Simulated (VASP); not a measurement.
CaMg: single point with LDA

CaMg:

```
CELL_PARAMETERS angstrom
3.92669 0.00000 0.00000
0.00000 3.92669 0.00000
0.00000 0.00000 3.86162
ATOMIC_POSITIONS crystal
Ca 0.00000 0.00000 0.50000
Mg 0.50000 0.50000 0.00000
```

This cell differs from its parent crystal: strain -0.0250 x Voigt [1, 1, 0, 0, 0, 0].

- Program: VASP 6.6.1
- Task: single point
- Functional: LDA
- Potentials or basis: VASP PAW LDA potentials, release 64 (Ca_sv, Mg)
- Cutoff: 520 eV
- k mesh: 12 × 12 × 12
- Occupations: gaussian, width 0.15 eV
- Spin: no spin polarisation
- Dipole correction: no
- Further INCAR settings: ALGO = Fast; EDIFF = 1e-06; NBANDS = 13

```json
{
  "Pressure": "-1.1 GPa",
  "Band gap on the k mesh": "zero (band 6 reaches 3.13 eV, above the bottom of band 7 at 1.85 eV)"
}
```

Stress tensor (GPa, compression positive):
```
-1.14  0.00  0.00
 0.00 -1.14  0.00
 0.00  0.00 -0.99
```

Levels at points of the mesh, in eV from the Fermi level:
```
           k point  band 4  band 5  band 6  band 7  band 8  band 9
(0.00, 0.00, 0.00)  -22.21   -5.24    0.93    0.97    3.79    3.85
(0.50, 0.00, 0.00)  -22.21   -2.97   -2.49    1.70    2.22    2.38
(0.50, 0.50, 0.00)  -22.20   -1.97   -0.29   -0.29    0.26    2.90
(0.00, 0.00, 0.50)  -22.21   -2.88   -2.43    1.74    2.22    2.22
(0.50, 0.00, 0.50)  -22.20   -1.90   -0.24   -0.21    0.33    2.78
(0.50, 0.50, 0.50)  -22.28   -0.35   -0.35   -0.34    1.48    2.86
```

It took 65 s on 1 thread of Intel(R) Xeon(R) 6975P-C (Granite Rapids) (shared host), peak memory 0.28 GiB.

Caveat: the cell differs from its parent crystal (strain -0.0250 x Voigt [1, 1, 0, 0, 0, 0]).
